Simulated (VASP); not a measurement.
# N (Pa-3) in VASP: settings compared

Aim: see how the results for N move with the level of theory and the settings. Levels: PBE, r2SCAN+rVV10. Tasks: single point.

Program: VASP 6.6.1. These are calculated values, not measurements. Logs are shortened: lines on timing, memory, paths and dates and some standing lists are left out, and cuts for length are marked.

### 1 The cell of the first run

It takes space group Pa-3 (No. 205, cubic). The conventional cell has a = 5.478 Å, b = 5.478 Å, c = 5.478 Å, α = 90.00°, β = 90.00°, γ = 90.00°. Within 1.5 Å of N (site symmetry 3) lie 1 N at 1.09 Å.

### 2 Single point, PBE

INCAR

```
SYSTEM = N
ALGO = Normal
EDIFF = 1E-6
ENCUT = 910
GGA = PE
GGA_COMPAT = .FALSE.
ISIF = 2
ISMEAR = -1
LASPH = .TRUE.
LCHARG = .FALSE.
LREAL = .FALSE.
LWAVE = .FALSE.
NBANDS = 30
NELM = 120
PREC = Accurate
SIGMA = 0.02
```

KPOINTS

```
k-points
0
G
  6 6 6
  0 0 0
```

POSCAR

```
N
1.0
    5.4776487699      0.0000000000      0.0000000000
    0.0000000000      5.4776487699      0.0000000000
    0.0000000000      0.0000000000      5.4776487699
N
8
Direct
    0.0576092967      0.0576092967      0.0576092967
    0.4423907033      0.9423907033      0.5576092967
    0.5576092967      0.4423907033      0.9423907033
    0.9423907033      0.5576092967      0.4423907033
    0.9423907033      0.9423907033      0.9423907033
    0.5576092967      0.0576092967      0.4423907033
    0.4423907033      0.5576092967      0.0576092967
    0.0576092967      0.4423907033      0.5576092967
```

Potentials or basis: VASP PAW PBE potentials, release 64 (N_h).

Command:

```
cat potpaw_PBE.64/N_h/POTCAR > POTCAR
mpirun -np 1 vasp_std > vasp.out
```

OUTCAR:

```text
SYSTEM = N
   EDIFF = 1E-6
   ENCUT = 910
   GGA = PE
   ISIF = 2
   ISMEAR = -1
   LASPH = .TRUE.
   LREAL = .FALSE.
   NELM = 120
   PREC = Accurate

 ion  position               nearest neighbor table
   1  0.058  0.058  0.058-   5 1.09
   2  0.442  0.942  0.558-   6 1.09
   3  0.558  0.442  0.942-   7 1.09
   4  0.942  0.558  0.442-   8 1.09
   5  0.942  0.942  0.942-   1 1.09
   6  0.558  0.058  0.442-   2 1.09
   7  0.442  0.558  0.058-   3 1.09
   8  0.058  0.442  0.558-   4 1.09

  LATTYP: Found a simple cubic cell.
 ALAT       =     5.4776487699

  Lattice vectors:

 A1 = (   5.4776487699,   0.0000000000,   0.0000000000)
 A2 = (   0.0000000000,   5.4776487699,   0.0000000000)
 A3 = (   0.0000000000,   0.0000000000,   5.4776487699)

Analysis of symmetry for initial positions (statically):
=====================================================================
 Subroutine PRICEL returns:
 Original cell was already a primitive cell.

 Routine SETGRP: Setting up the symmetry group for a
 simple cubic supercell.

 Subroutine GETGRP returns: Found 24 space group operations
 (whereof  6 operations were pure point group operations)
 out of a pool of 48 trial point group operations.

The static configuration has the point symmetry S_6 .
 The point group associated with its full space group is T_h .

Analysis of symmetry for dynamics (positions and initial velocities):
=====================================================================
 Subroutine PRICEL returns:
 Original cell was already a primitive cell.

 Routine SETGRP: Setting up the symmetry group for a
 simple cubic supercell.

 Subroutine GETGRP returns: Found 24 space group operations
 (whereof  6 operations were pure point group operations)
 out of a pool of 48 trial point group operations.

The dynamic configuration has the point symmetry S_6 .
 The point group associated with its full space group is T_h .

 Subroutine INISYM returns: Found 24 space group operations
 (whereof  6 operations are pure point group operations),
 and found     1 'primitive' translations

----------------------------------------------------------------------------------------

                                     Primitive cell

  volume of cell :     164.3549

  direct lattice vectors                    reciprocal lattice vectors
     5.477648770  0.000000000  0.000000000     0.182560080  0.000000000  0.000000000
     0.000000000  5.477648770  0.000000000     0.000000000  0.182560080  0.000000000
     0.000000000  0.000000000  5.477648770     0.000000000  0.000000000  0.182560080

  length of vectors
     5.477648770  5.477648770  5.477648770     0.182560080  0.182560080  0.182560080

  position of ions in fractional coordinates (direct lattice)
     0.057609297  0.057609297  0.057609297
     0.442390703  0.942390703  0.557609297
     0.557609297  0.442390703  0.942390703
     0.942390703  0.557609297  0.442390703
     0.942390703  0.942390703  0.942390703
     0.557609297  0.057609297  0.442390703
     0.442390703  0.557609297  0.057609297
     0.057609297  0.442390703  0.557609297

  ion indices of the primitive-cell ions
   primitive index   ion index
                 1           1
                 2           2
                 3           3
                 4           4
                 5           5
                 6           6
                 7           7
                 8           8

----------------------------------------------------------------------------------------

 KPOINTS: k-points

Automatic generation of k-mesh.
 Grid dimensions read from file:
 generate k-points for:    6    6    6

 Generating k-lattice:

  Cartesian coordinates                     Fractional coordinates (reciprocal lattice)
     0.030426680  0.000000000  0.000000000     0.166666667  0.000000000  0.000000000
     0.000000000  0.030426680  0.000000000     0.000000000  0.166666667  0.000000000
     0.000000000  0.000000000  0.030426680     0.000000000  0.000000000  0.166666667

  Length of vectors
     0.030426680  0.030426680  0.030426680

  Shift w.r.t. Gamma in fractional coordinates (k-lattice)
     0.000000000  0.000000000  0.000000000

 Subroutine IBZKPT returns following result:
 ===========================================

 Found     24 irreducible k-points:

 Following reciprocal coordinates:
            Coordinates               Weight
  0.000000  0.000000  0.000000      1.000000
  0.166667  0.000000  0.000000      6.000000
  0.333333  0.000000  0.000000      6.000000
  0.500000  0.000000  0.000000      3.000000
  0.166667  0.166667  0.000000     12.000000
  0.333333  0.166667  0.000000     12.000000
[... 16 lines left out ...]
  0.500000  0.500000  0.333333      6.000000
  0.500000  0.500000  0.500000      1.000000
   k-points           NKPTS =     24   k-points in BZ     NKDIM =     24   number of bands    NBANDS=     30
   number of dos      NEDOS =    301   number of ions     NIONS =      8
   total plane-waves  NPLWV = 157464
   dimension x,y,z NGX =    54 NGY =   54 NGZ =   54
   dimension x,y,z NGXF=   108 NGYF=  108 NGZF=  108
   ions per type =               8
   NGX,Y,Z   is equivalent  to a cutoff of  16.39, 16.39, 16.39 a.u.
   NGXF,Y,Z  is equivalent  to a cutoff of  32.78, 32.78, 32.78 a.u.
 SYSTEM =  N
   PREC   = accura    normal or accurate (medium, high low for compatibility)
   ISTART =      0    job   : 0-new  1-cont  2-samecut
   ICHARG =      2    charge: 1-file 2-atom 10-const
   ISPIN  =      1    spin polarized calculation?
   LNONCOLLINEAR =      F non collinear calculations
   LSORBIT =      F    spin-orbit coupling
   LASPH  =      T    aspherical Exc in radial PAW
   ENCUT  =  910.0 eV  66.88 Ry    8.18 a.u.  13.47 13.47 13.47*2*pi/ulx,y,z
   NELM   =    120;   NELMIN=  2; NELMDL= -5     # of ELM steps
   EDIFF  = 0.1E-05   stopping-criterion for ELM
   LREAL  =      F    real-space projection
   EDIFFG = 0.1E-04   stopping-criterion for IOM
   NSW    =      0    number of steps for IOM
   IBRION =     -1    ionic relax: 0-MD 1-quasi-New 2-CG
   NFREE  =      0    steps in history (QN), initial steepest desc. (CG)
   ISIF   =      2    stress and relaxation
   ISYM   =      2    0-nonsym 1-usesym 2-fastsym
   POTIM  = 0.5000    time-step for ionic-motion
   TEBEG  =    0.0;   TEEND  =   0.0 temperature during run
   PSTRESS=    0.0 pullay stress
   NELECT =      40.0000    total number of electrons
   NUPDOWN=      -1.0000    fix difference up-down
   EMIN   =  10.00;   EMAX   =-10.00  energy-range for DOS
   EFERMI =   0.00;   METHOD = LEGACY
   ISMEAR =    -1;   SIGMA  =   0.02  broadening in eV -4-tet -1-fermi 0-gaus
   EFERMI_NEDOS =   21; number of points for ismear=-14 and -15
   IALGO  =     38    algorithm
   IMIX   =      4    mixing-type and parameters
     AMIX     =   0.40;   BMIX     =  1.00
     AMIX_MAG =   1.60;   BMIX_MAG =  1.00
  volume/ion in A,a.u.               =      20.54       138.64
  Fermi-wavevector in a.u.,A,eV,Ry     =   1.022117  1.931521 14.214324  1.044723
  Thomas-Fermi vector in A             =   2.155779
   LORBIT       =      0    0 simple, 1 ext, 2 COOP (PROOUT), +10 PAW based schemes
   GGA     = PE    functional components
   LHFCALC =     F    Hartree Fock is set to
   AEXX    =    0.0000 exact exchange contribution
   IVDW    =     0    specifies the selected vdW correction
   LEPSILON=     F    determine dielectric tensor
   LRPA    =     F    only Hartree local field effects (RPA)
 non-spin polarized calculation
  energy-cutoff  :      910.00
  volume of cell :      164.35
 maximum number of plane-waves:     10291
 NGX is ok and might be reduce to    54
   NGX = 27   NGY = 27   NGZ = 27

 number of electron      40.0000002 magnetization

 Free energy of the ion-electron system (eV)
  ---------------------------------------------------
  ext. energy  EPLUGINS =         0.00000000
  ---------------------------------------------------
  free energy    TOTEN  =       -67.22419770 eV

  energy without entropy =      -67.22419770  energy(sigma->0) =      -67.22419770

 E-fermi :  -5.3621     XC(G=0):  -6.7949

 val. band max:       -5.8460234582   @ k =   0.5000   0.0000   0.0000
 cond. band min:       1.5094698635   @ k =   0.0000   0.0000   0.0000
 fundamental gap:      7.3554933217
 Fermi energy:        -5.3621237076

 k-point     1 :       0.0000    0.0000    0.0000
  band No.  band energies     occupation
      1     -24.1975      2.00000
      2     -24.1212      2.00000
      3     -24.1212      2.00000
      4     -24.1212      2.00000
      5      -9.4271      2.00000
      6      -9.4271      2.00000
[... 22 lines left out ...]
     29       5.7442      0.00000
     30       8.6484      0.00000

 k-point     2 :       0.1667    0.0000    0.0000
  band No.  band energies     occupation
      1     -24.1925      2.00000
      2     -24.1263      2.00000
      3     -24.1211      2.00000
      4     -24.1211      2.00000
      5      -9.4221      2.00000
      6      -9.4204      2.00000
[... 22 lines left out ...]
     29       5.7936      0.00000
     30       7.9644      0.00000

 k-point     3 :       0.3333    0.0000    0.0000
  band No.  band energies     occupation
      1     -24.1785      2.00000
      2     -24.1403      2.00000
      3     -24.1211      2.00000
      4     -24.1211      2.00000
      5      -9.4107      2.00000
      6      -9.4077      2.00000
[... 22 lines left out ...]
     29       5.9967      0.00000
     30       7.1104      0.00000

 k-point     4 :       0.5000    0.0000    0.0000
  band No.  band energies     occupation
      1     -24.1594      2.00000
      2     -24.1594      2.00000
      3     -24.1210      2.00000
      4     -24.1210      2.00000
      5      -9.4030      2.00000
      6      -9.4030      2.00000
[... 616 lines left out ...]
     29       6.8800      0.00000
     30       6.8800      0.00000

 k-point    23 :       0.5000    0.5000    0.3333
  band No.  band energies     occupation
      1     -24.1398      2.00000
      2     -24.1398      2.00000
      3     -24.1398      2.00000
      4     -24.1398      2.00000
      5      -9.4175      2.00000
      6      -9.4175      2.00000
[... 22 lines left out ...]
     29       7.1840      0.00000
     30       7.1840      0.00000

 k-point    24 :       0.5000    0.5000    0.5000
  band No.  band energies     occupation
      1     -24.1396      2.00000
      2     -24.1396      2.00000
      3     -24.1396      2.00000
      4     -24.1396      2.00000
      5      -9.4306      2.00000
      6      -9.4306      2.00000
[... 22 lines left out ...]
     29       7.2923      0.00000
     30       7.2923      0.00000

------------------------ aborting loop because EDIFF is reached ----------------------------------------

  FORCE on cell =-STRESS in cart. coord.  units (eV):
  Direction    XX          YY          ZZ          XY          YZ          ZX
  --------------------------------------------------------------------------------------
  -------------------------------------------------------------------------------------
  Total        2.5837064      2.5837064      2.5837064     -0.0000000      0.0000000      0.0000000
  in kB       25.1866961     25.1866961     25.1866961     -0.0000000      0.0000000      0.0000000
  external PRESSURE =      25.1866961 kB  Pullay stress =       0.0000000 kB

 VOLUME and BASIS-vectors are now :
 -----------------------------------------------------------------------------
  energy-cutoff  :      910.00
  volume of cell :      164.35
      direct lattice vectors                 reciprocal lattice vectors
     5.477648770  0.000000000  0.000000000     0.182560080  0.000000000  0.000000000
     0.000000000  5.477648770  0.000000000     0.000000000  0.182560080  0.000000000
     0.000000000  0.000000000  5.477648770     0.000000000  0.000000000  0.182560080

 POSITION                                       TOTAL-FORCE (eV/Angst)
 -----------------------------------------------------------------------------------
      0.31556      0.31556      0.31556         0.724633      0.724633      0.724633
      2.42326      5.16209      3.05439        -0.724633     -0.724633      0.724633
      3.05439      2.42326      5.16209         0.724633     -0.724633     -0.724633
      5.16209      3.05439      2.42326        -0.724633      0.724633     -0.724633
      5.16209      5.16209      5.16209        -0.724633     -0.724633     -0.724633
      3.05439      0.31556      2.42326         0.724633      0.724633     -0.724633
      2.42326      3.05439      0.31556        -0.724633      0.724633      0.724633
      0.31556      2.42326      3.05439         0.724633     -0.724633      0.724633
 -----------------------------------------------------------------------------------
    total drift:                                0.000000      0.000000      0.000000

  FREE ENERGIE OF THE ION-ELECTRON SYSTEM (eV)
  ---------------------------------------------------
  free  energy   TOTEN  =       -67.2241976984 eV

  energy  without entropy=      -67.2241976984  energy(sigma->0) =      -67.22419770
```

Run time: 5.4 min. Hardware: 1 thread of Intel Xeon Platinum 8259CL at 2.50GHz (Skylake/Cascade Lake), shared host; peak memory 0.49 GiB.

What came out:

* Free energy: -67.2242 eV
* Pressure: 2.5 GPa
* Largest force: 1.255 eV/Å
* Band gap on the k mesh: 7.36 eV (least direct gap 7.39 eV)

Forces on the atoms (eV/Å):
```
N    0.725  0.725  0.725
N   -0.725 -0.725  0.725
N    0.725 -0.725 -0.725
N   -0.725  0.725 -0.725
N   -0.725 -0.725 -0.725
N    0.725  0.725 -0.725
N   -0.725  0.725  0.725
N    0.725 -0.725  0.725
```

Levels at points of the mesh, in eV from the valence-band top:
| k point | band 18 | band 19 | band 20 | band 21 | band 22 | band 23 |
| --- | --- | --- | --- | --- | --- | --- |
| (0.00, 0.00, 0.00) | -0.03 | -0.03 | -0.03 | 7.36 | 7.36 | 7.36 |
| (0.50, 0.00, 0.00) | -0.33 | 0.00 | 0.00 | 7.66 | 7.66 | 8.07 |
| (0.50, 0.50, 0.00) | -0.18 | -0.18 | -0.18 | 8.07 | 8.07 | 8.07 |
| (0.50, 0.50, 0.50) | -0.27 | -0.27 | -0.27 | 8.07 | 8.07 | 8.07 |

Caveat: this functional lacks dispersion, which holds the molecules together, so the pressure and a relaxed volume are unreliable; forces of over 1 eV/Å act on the atoms, so gaps and moduli don't describe the material at rest.

### 3 Single point, r2SCAN+rVV10

POSCAR is that of step 2.

INCAR.step1

```
PREC = Accurate
ENCUT = 910
ISMEAR = -1
SIGMA = 0.02
LREAL = F
LASPH = T
NELM = 120
NBANDS = 30
GGA = PE
ALGO = Normal
EDIFF = 1E-5
LWAVE = T
LCHARG = F
GGA_COMPAT = F
```

INCAR.step2

```
PREC = Accurate
ENCUT = 910
EDIFF = 1E-6
ISMEAR = -1
SIGMA = 0.02
LREAL = F
LASPH = T
NELM = 120
ALGO = Normal
ISIF = 2
LWAVE = F
LCHARG = T
METAGGA = R2SCAN
LMIXTAU = T
LUSE_VDW = T
IVDW_NL = 2
BPARAM = 11.95
CPARAM = 0.0093
LELF = T
LVHAR = T
NBANDS = 30
ISTART = 1
GGA_COMPAT = F
```

KPOINTS

```
Automatic mesh
0
Gamma
  4 4 4
```

Potentials or basis: VASP PAW PBE potentials, release 64 (N_h).

Command:

```
cat potpaw_PBE.64/N_h/POTCAR > POTCAR
cp INCAR.step1 INCAR
mpirun -np 1 vasp_std > vasp.out
cp INCAR.step2 INCAR
mpirun -np 1 vasp_std > vasp.out
```

It took 11 min on 1 thread of Intel Xeon Platinum 8259CL at 2.50GHz (Skylake/Cascade Lake), shared host; peak memory 1 GiB.

It converged, with:

```
Free energy            : -72.3036 eV
Pressure               : -0.2 GPa
Largest force          : 0.020 eV/Å
Band gap on the k mesh : 8.00 eV (least direct gap 8.04 eV)
```

Forces in eV/Å, atoms in the order of the input:
```
N    0.012  0.012  0.012
N   -0.012 -0.012  0.012
N    0.012 -0.012 -0.012
N   -0.012  0.012 -0.012
N   -0.012 -0.012 -0.012
N    0.012  0.012 -0.012
N   -0.012  0.012  0.012
N    0.012 -0.012  0.012
```

Levels at points of the mesh, in eV from the valence-band top:
```tsv
k point	band 18	band 19	band 20	band 21	band 22	band 23
(0.00, 0.00, 0.00)	-0.03	-0.03	-0.03	8.00	8.00	8.00
(0.50, 0.00, 0.00)	-0.31	0.00	0.00	8.33	8.33	8.77
(0.50, 0.50, 0.00)	-0.17	-0.17	-0.17	8.77	8.77	8.77
(0.50, 0.50, 0.50)	-0.27	-0.27	-0.27	8.77	8.77	8.77
```

Caveat: the PAW data sets were made with another functional, which shifts forces and pressure a little. A k mesh can miss the band edges.
